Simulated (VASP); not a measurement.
# InPd (Fm-3m) in VASP: a series of runs

InPd is run at these levels: r2SCAN50, PBE-based screened hybrid with 25 % exact exchange; tasks: single point, relaxation of cell and atoms.

Program: VASP 6.6.1. These are calculated values, not measurements. Logs are shortened: lines on timing, memory, paths and dates and some standing lists are left out, and cuts for length are marked.

**1. The cell of the first run**

Symmetry: Fm-3m, No. 225, cubic system. The conventional cell has a = 5.492 Å, b = 5.492 Å, c = 5.492 Å, α = 90.00°, β = 90.00°, γ = 90.00°. Within 3.6 Å of In (site symmetry m-3m) lie 6 Pd at 2.75 Å. Within 3.6 Å of Pd (site symmetry m-3m) lie 6 In at 2.75 Å.

**2. Single point, r2SCAN50**

The input, POSCAR:

```
InPd
1.0
    0.0000000000      2.7460700000      2.7460700000
    2.7460700000      0.0000000000      2.7460700000
    2.7460700000      2.7460700000      0.0000000000
In Pd
1 1
Direct
    0.0000000000      0.0000000000      0.0000000000
    0.5000000000      0.5000000000      0.5000000000
```

The input, INCAR.step1:

```
PREC     = Accurate       # precision mode
ENCUT    = 520            # plane-wave cutoff, eV
EDIFF    = 1E-5           # SCF threshold, eV
ISMEAR   = -1             # smearing method
SIGMA    = 0.05           # smearing width, eV
LREAL    = F              # projectors in reciprocal space
LASPH    = T              # aspherical terms in the spheres
NELM     = 60             # most SCF steps
ALGO     = Normal         # electronic algorithm
ISIF     = 2              # what is computed and relaxed
LWAVE    = T              # write WAVECAR
NBANDS   = 18             # bands
GGA      = PE             # functional
```

The input, INCAR.step2:

```
PREC     = Accurate       # precision mode
ENCUT    = 520            # plane-wave cutoff, eV
EDIFF    = 1E-7           # SCF threshold, eV
ISMEAR   = -1             # smearing method
SIGMA    = 0.05           # smearing width, eV
LREAL    = F              # projectors in reciprocal space
LASPH    = T              # aspherical terms in the spheres
NELM     = 60             # most SCF steps
ALGO     = Normal         # electronic algorithm
ISIF     = 2              # what is computed and relaxed
LWAVE    = F              # write WAVECAR
LCHARG   = T              # write CHGCAR
METAGGA  = R2SCAN         # meta-GGA
LHFCALC  = T              # exact exchange
AEXX     = 0.5            # exact-exchange fraction
LMIXTAU  = T            
PRECFOCK = Normal       
LELF     = T              # ELF
LVHAR    = T            
NBANDS   = 18             # bands
ISTART   = 1
```

The input, KPOINTS:

```
Automatic mesh
0
Gamma
  4 4 4
```

Potentials or basis: VASP PAW PBE potentials, release 64 (In_d, Pd).

On the command line:

```bash
$ cat potpaw_PBE.64/In_d/POTCAR potpaw_PBE.64/Pd/POTCAR > POTCAR
$ cp INCAR.step1 INCAR
$ mpirun -np 1 vasp_std > vasp.out
$ cp INCAR.step2 INCAR
$ mpirun -np 1 vasp_std > vasp.out
```

OUTCAR:

```text
PREC = Accurate
   ENCUT = 520
   EDIFF = 1E-7
   ISMEAR = -1
   LREAL = F
   LASPH = T
   NELM = 60
   ISIF = 2
   METAGGA = R2SCAN
   LHFCALC = T
   AEXX = 0.5
   PRECFOCK = Normal
   ISTART = 1

 ion  position               nearest neighbor table
   1  0.000  0.000  0.000-   2 2.75   2 2.75   2 2.75   2 2.75   2 2.75   2 2.75
   2  0.500  0.500  0.500-   1 2.75   1 2.75   1 2.75   1 2.75   1 2.75   1 2.75

  LATTYP: Found a face centered cubic cell.
 ALAT       =     5.4921400000

  Lattice vectors:

 A1 = (   0.0000000000,   2.7460700000,   2.7460700000)
 A2 = (   2.7460700000,   0.0000000000,   2.7460700000)
 A3 = (   2.7460700000,   2.7460700000,   0.0000000000)

Analysis of symmetry for initial positions (statically):
=====================================================================
 Subroutine PRICEL returns:
 Original cell was already a primitive cell.

 Routine SETGRP: Setting up the symmetry group for a
 face centered cubic supercell.

 Subroutine GETGRP returns: Found 48 space group operations
 (whereof 48 operations were pure point group operations)
 out of a pool of 48 trial point group operations.

The static configuration has the point symmetry O_h .

Analysis of symmetry for dynamics (positions and initial velocities):
=====================================================================
 Subroutine PRICEL returns:
 Original cell was already a primitive cell.

 Routine SETGRP: Setting up the symmetry group for a
 face centered cubic supercell.

 Subroutine GETGRP returns: Found 48 space group operations
 (whereof 48 operations were pure point group operations)
 out of a pool of 48 trial point group operations.

The dynamic configuration has the point symmetry O_h .

 Subroutine INISYM returns: Found 48 space group operations
 (whereof 48 operations are pure point group operations),
 and found     1 'primitive' translations

----------------------------------------------------------------------------------------

                                     Primitive cell

  volume of cell :      41.4157

  direct lattice vectors                    reciprocal lattice vectors
     0.000000000  2.746070000  2.746070000    -0.182078388  0.182078388  0.182078388
     2.746070000  0.000000000  2.746070000     0.182078388 -0.182078388  0.182078388
     2.746070000  2.746070000  0.000000000     0.182078388  0.182078388 -0.182078388

  length of vectors
     3.883529437  3.883529437  3.883529437     0.315369020  0.315369020  0.315369020

  position of ions in fractional coordinates (direct lattice)
     0.000000000  0.000000000  0.000000000
     0.500000000  0.500000000  0.500000000

  ion indices of the primitive-cell ions
   primitive index   ion index
                 1           1
                 2           2

----------------------------------------------------------------------------------------

 KPOINTS: Automatic mesh

Automatic generation of k-mesh.
 Grid dimensions read from file:
 generate k-points for:    4    4    4

 Generating k-lattice:

  Cartesian coordinates                     Fractional coordinates (reciprocal lattice)
    -0.045519597  0.045519597  0.045519597     0.250000000  0.000000000  0.000000000
     0.045519597 -0.045519597  0.045519597     0.000000000  0.250000000  0.000000000
     0.045519597  0.045519597 -0.045519597     0.000000000  0.000000000  0.250000000

  Length of vectors
     0.078842255  0.078842255  0.078842255

  Shift w.r.t. Gamma in fractional coordinates (k-lattice)
     0.000000000  0.000000000  0.000000000

 Subroutine IBZKPT returns following result:
 ===========================================

 Found      8 irreducible k-points:

 Following reciprocal coordinates:
            Coordinates               Weight
  0.000000  0.000000  0.000000      1.000000
  0.250000  0.000000  0.000000      8.000000
  0.500000  0.000000  0.000000      4.000000
  0.250000  0.250000  0.000000      6.000000
  0.500000  0.250000  0.000000     24.000000
 -0.250000  0.250000  0.000000     12.000000
  0.500000  0.500000  0.000000      3.000000
 -0.250000  0.500000  0.250000      6.000000
   k-points           NKPTS =      8   k-points in BZ     NKDIM =     64   number of bands    NBANDS=     18
   number of dos      NEDOS =    301   number of ions     NIONS =      2
   total plane-waves  NPLWV =  27000
   dimension x,y,z NGX =    30 NGY =   30 NGZ =   30
   dimension x,y,z NGXF=    60 NGYF=   60 NGZF=   60
   ions per type =               1   1
   NGX,Y,Z   is equivalent  to a cutoff of  12.84, 12.84, 12.84 a.u.
   NGXF,Y,Z  is equivalent  to a cutoff of  25.68, 25.68, 25.68 a.u.
 SYSTEM =  unknown system
   PREC   = accura    normal or accurate (medium, high low for compatibility)
   ISTART =      1    job   : 0-new  1-cont  2-samecut
   ICHARG =      0    charge: 1-file 2-atom 10-const
   ISPIN  =      1    spin polarized calculation?
   LNONCOLLINEAR =      F non collinear calculations
   LSORBIT =      F    spin-orbit coupling
   LASPH  =      T    aspherical Exc in radial PAW
   ENCUT  =  520.0 eV  38.22 Ry    6.18 a.u.   7.22  7.22  7.22*2*pi/ulx,y,z
   NELM   =     60;   NELMIN=  2; NELMDL=  0     # of ELM steps
   EDIFF  = 0.1E-06   stopping-criterion for ELM
   LREAL  =      F    real-space projection
   EDIFFG = 0.1E-05   stopping-criterion for IOM
   NSW    =      0    number of steps for IOM
   IBRION =     -1    ionic relax: 0-MD 1-quasi-New 2-CG
   NFREE  =      0    steps in history (QN), initial steepest desc. (CG)
   ISIF   =      2    stress and relaxation
   ISYM   =      3    0-nonsym 1-usesym 2-fastsym
   POTIM  = 0.5000    time-step for ionic-motion
   TEBEG  =    0.0;   TEEND  =   0.0 temperature during run
   PSTRESS=    0.0 pullay stress
   NELECT =      23.0000    total number of electrons
   NUPDOWN=      -1.0000    fix difference up-down
   EMIN   =  10.00;   EMAX   =-10.00  energy-range for DOS
   EFERMI =   0.00;   METHOD = LEGACY
   ISMEAR =    -1;   SIGMA  =   0.05  broadening in eV -4-tet -1-fermi 0-gaus
   EFERMI_NEDOS =   21; number of points for ismear=-14 and -15
   IALGO  =     38    algorithm
   IMIX   =      1    mixing-type and parameters
     AMIX     =   0.40;   BMIX     =  1.00
     AMIX_MAG =   1.60;   BMIX_MAG =  1.00
  volume/ion in A,a.u.               =      20.71       139.74
  Fermi-wavevector in a.u.,A,eV,Ry     =   1.345641  2.542893 24.636741  1.810749
  Thomas-Fermi vector in A             =   2.473537
   LORBIT       =      0    0 simple, 1 ext, 2 COOP (PROOUT), +10 PAW based schemes
   METAGGA = R2SCAN    functional components
   LHFCALC =     T    Hartree Fock is set to
   PRECFOCK=normal    Normal, Fast or Accurate (Low or Medium for compatibility)
   ENCUT4O =  -1.0   cutoff for four orbital integrals eV
   NKREDX  =     1    reduce k-point grid by
   NKREDY  =     1    reduce k-point grid by
   NKREDZ  =     1    reduce k-point grid by
   AEXX    =    0.5000 exact exchange contribution
   HFSCREEN=    0.0000 screening length (either q_TF or 0.3 A-1)
   HFSCREENC=   0.0000 screening length for correlation (either q_TF or 0.3 A-1)
   ENCUTFOCK=  -1.0 apply spherical cutoff to Coloumb kernel
   IVDW    =     0    specifies the selected vdW correction
   LEPSILON=     F    determine dielectric tensor
   LRPA    =     F    only Hartree local field effects (RPA)
 non-spin polarized calculation
  energy-cutoff  :      520.00
  volume of cell :       41.42
 maximum number of plane-waves:      1139
 NGX is ok and might be reduce to    30
  NGX = 24; NGY = 24; NGZ = 24

 number of electron      23.0000008 magnetization

 Free energy of the ion-electron system (eV)
  ---------------------------------------------------
  ext. energy  EPLUGINS =         0.00000000
  ---------------------------------------------------
  free energy    TOTEN  =       -32.35608864 eV

  energy without entropy =      -32.35011803  energy(sigma->0) =      -32.35310334

 E-fermi :   7.0612     XC(G=0):  -6.7024

 val. band max:        7.0265050508   @ k =  -0.2500   0.5000   0.2500
 cond. band min:       8.8065587874   @ k =   0.5000   0.5000   0.0000
 fundamental gap:      1.7800537366
 Fermi energy:         7.0611698179

 k-point     1 :       0.0000    0.0000    0.0000
  band No.  band energies     occupation
      1     -11.9069      2.00000
      2     -11.9067      2.00000
      3     -11.8331      2.00000
      4     -11.8331      2.00000
      5     -11.8329      2.00000
      6      -4.0348      2.00000
[... 10 lines left out ...]
     17      22.3879      0.00000
     18      22.4959      0.00000

 k-point     2 :       0.2500    0.0000    0.0000
  band No.  band energies     occupation
      1     -11.8654      2.00000
      2     -11.8653      2.00000
      3     -11.8210      2.00000
      4     -11.7803      2.00000
      5     -11.7802      2.00000
      6      -2.7250      2.00000
[... 10 lines left out ...]
     17      20.4394      0.00000
     18      21.2528      0.00000

 k-point     3 :       0.5000    0.0000    0.0000
  band No.  band energies     occupation
      1     -11.8350      2.00000
      2     -11.8349      2.00000
      3     -11.8096      2.00000
      4     -11.7146      2.00000
      5     -11.7145      2.00000
      6       0.2709      2.00000
[... 10 lines left out ...]
     17      17.9819      0.00000
     18      21.2047      0.00000

 k-point     4 :       0.2500    0.2500    0.0000
  band No.  band energies     occupation
      1     -11.8736      2.00000
      2     -11.8699      2.00000
      3     -11.8619      2.00000
      4     -11.7530      2.00000
      5     -11.7526      2.00000
      6      -2.3916      2.00000
[... 10 lines left out ...]
     17      23.9116      0.00000
     18      23.9118      0.00000

 k-point     5 :       0.5000    0.2500    0.0000
  band No.  band energies     occupation
      1     -11.8747      2.00000
      2     -11.8306      2.00000
      3     -11.8293      2.00000
      4     -11.7317      2.00000
      5     -11.7083      2.00000
      6      -0.5961      2.00000
[... 10 lines left out ...]
     17      23.0460      0.00000
     18      23.1442      0.00000

 k-point     6 :      -0.2500    0.2500    0.0000
  band No.  band energies     occupation
      1     -11.8750      2.00000
      2     -11.8072      2.00000
      3     -11.7933      2.00000
      4     -11.7513      2.00000
      5     -11.7505      2.00000
      6      -0.8622      2.00000
[... 10 lines left out ...]
     17      21.4294      0.00000
     18      23.3196      0.00000

 k-point     7 :       0.5000    0.5000    0.0000
  band No.  band energies     occupation
      1     -11.9198      2.00000
      2     -11.9073      2.00000
      3     -11.8404      2.00000
      4     -11.6844      2.00000
      5     -11.6839      2.00000
      6      -1.0208      2.00000
[... 10 lines left out ...]
     17      26.0492      0.00000
     18      27.5449      0.00000

 k-point     8 :      -0.2500    0.5000    0.2500
  band No.  band energies     occupation
      1     -11.8994      2.00000
      2     -11.8075      2.00000
      3     -11.7914      2.00000
      4     -11.7913      2.00000
      5     -11.6836      2.00000
      6      -0.4227      2.00000
[... 10 lines left out ...]
     17      21.2949      0.00000
     18      21.2954      0.00000

------------------------ aborting loop because EDIFF is reached ----------------------------------------

  FORCE on cell =-STRESS in cart. coord.  units (eV):
  Direction    XX          YY          ZZ          XY          YZ          ZX
  --------------------------------------------------------------------------------------
  -------------------------------------------------------------------------------------
  Total       -1.8082900     -1.8082900     -1.8082900     -0.0000000     -0.0000000      0.0000000
  in kB      -69.9542095    -69.9542095    -69.9542095     -0.0000000     -0.0000000      0.0000000
  external PRESSURE =     -69.9542095 kB  Pullay stress =       0.0000000 kB

 VOLUME and BASIS-vectors are now :
 -----------------------------------------------------------------------------
  energy-cutoff  :      520.00
  volume of cell :       41.42
      direct lattice vectors                 reciprocal lattice vectors
     0.000000000  2.746070000  2.746070000    -0.182078388  0.182078388  0.182078388
     2.746070000  0.000000000  2.746070000     0.182078388 -0.182078388  0.182078388
     2.746070000  2.746070000  0.000000000     0.182078388  0.182078388 -0.182078388

 POSITION                                       TOTAL-FORCE (eV/Angst)
 -----------------------------------------------------------------------------------
      0.00000      0.00000      0.00000         0.000000     -0.000000     -0.000000
      2.74607      2.74607      2.74607        -0.000000      0.000000      0.000000
 -----------------------------------------------------------------------------------
    total drift:                               -0.000000     -0.000001     -0.000001

  FREE ENERGIE OF THE ION-ELECTRON SYSTEM (eV)
  ---------------------------------------------------
  free  energy   TOTEN  =       -32.3560886420 eV

  energy  without entropy=      -32.3501180293  energy(sigma->0) =      -32.35310334
```

Run time: 23 min. Hardware: 1 thread of Intel Xeon Platinum 8488C (Sapphire Rapids), shared host; peak memory 0.18 GiB.

What came out:

```yaml
Free_energy: -32.3561 eV
Pressure: -7.0 GPa
Band_gap_on_the_k_mesh: zero (an odd number of electrons rules out a gap without spin polarisation)
```

Caveat: the k points lie up to 0.50 Å⁻¹ apart, too coarse for converged energies and pressures of a metal; the PAW data sets were made with another functional, which shifts forces and pressure a little; spin-orbit coupling is left out, which moves the levels of the heavy elements.

**3. Relaxation of cell and atoms, PBE-based screened hybrid with 25 % exact exchange**

POSCAR is that of step 2.

The input, INCAR.step1:

```
SYSTEM = InPd
  PREC = Accurate
  ENCUT = 600
  EDIFF = 1E-5
  ISMEAR = -1
  SIGMA = 0.05
  LREAL = .False.
  LASPH = .True.
  NELM = 80
  ALGO = Normal
  LWAVE = .True.
  LCHARG = .False.
  GGA = PE
  NBANDS = 18
```

The input, INCAR.step2:

```
SYSTEM = InPd
  PREC = Accurate
  ENCUT = 600
  EDIFF = 1E-6
  ISMEAR = -1
  SIGMA = 0.05
  LREAL = .False.
  LASPH = .True.
  NELM = 80
  ALGO = Normal
  ISIF = 3
  LWAVE = .False.
  LCHARG = .False.
  GGA = PE
  LHFCALC = .True.
  AEXX = 0.25
  HFSCREEN = 0.3
  PRECFOCK = Normal
  IBRION = 2
  NSW = 60
  EDIFFG = -0.01
  ISTART = 1
```

The input, KPOINTS:

```
regular mesh
0
Gamma
  4 4 4
  0 0 0
```

Potentials or basis: VASP PAW PBE potentials, release 64 (In_d, Pd).

On the command line:

```bash
$ cat potpaw_PBE.64/In_d/POTCAR potpaw_PBE.64/Pd/POTCAR > POTCAR
$ cp INCAR.step1 INCAR
$ mpirun -np 1 vasp_std > vasp.out
$ cp INCAR.step2 INCAR
$ mpirun -np 1 vasp_std > vasp.out
```

Wall time 50 min (1 thread of Intel Xeon Platinum 8488C (Sapphire Rapids), shared host); peak memory 0.31 GiB.

It converged, with:

| Item | Value |
| --- | --- |
| Free energy | -9.4136 eV |
| Relaxed volume | 19.97 Å³/atom |
| Relaxed cell | a = 3.837 Å, b = 3.837 Å, c = 3.837 Å, α = 60.00°, β = 60.00°, γ = 60.00° |
| Space group after relaxing (to 0.1 Å) | Fm-3m (No. 225) |
| Energy gained by relaxing | 8.0 meV/atom |
| Ionic steps | 3 |
| Pressure after relaxing | 0.0 GPa |
| Band gap on the k mesh | zero (an odd number of electrons rules out a gap without spin polarisation) |

Step by step:
```
step  energy change (eV)  largest force (eV/Å)  pressure (GPa)  volume (Å³)
   1              0.0000                0.0000           -3.39        41.42
   2             -0.0065                0.0000            2.91        38.85
   3             -0.0161                0.0000            0.01        39.94
```

Final structure:
```
In Pd
1.0
     0.00000    2.71303    2.71303
     2.71303    0.00000    2.71303
     2.71303    2.71303    0.00000
In Pd
1 1
Direct
  0.00000 0.00000 0.00000
  0.50000 0.50000 0.50000
```

Levels at points of the mesh, in eV from the Fermi level:
```csv
k point,band 7,band 8,band 9,band 10,band 11,band 12,band 13,band 14,band 15
"(0.00, 0.00, 0.00)",-3.56,-3.56,-3.56,-3.00,-3.00,6.49,6.49,6.49,9.60
"(0.50, 0.00, 0.00)",-5.38,-4.18,-4.18,-3.08,-3.08,-1.49,8.40,8.55,8.55
"(0.50, 0.50, 0.00)",-4.06,-2.90,-2.90,-2.74,-2.57,0.45,2.04,2.04,5.98
```

Caveat: the k points lie up to 0.50 Å⁻¹ apart in the final cell, too coarse for converged energies and pressures of a metal; the PAW data sets were made with another functional, which shifts forces and pressure a little; spin-orbit coupling is left out, which moves the levels of the heavy elements.
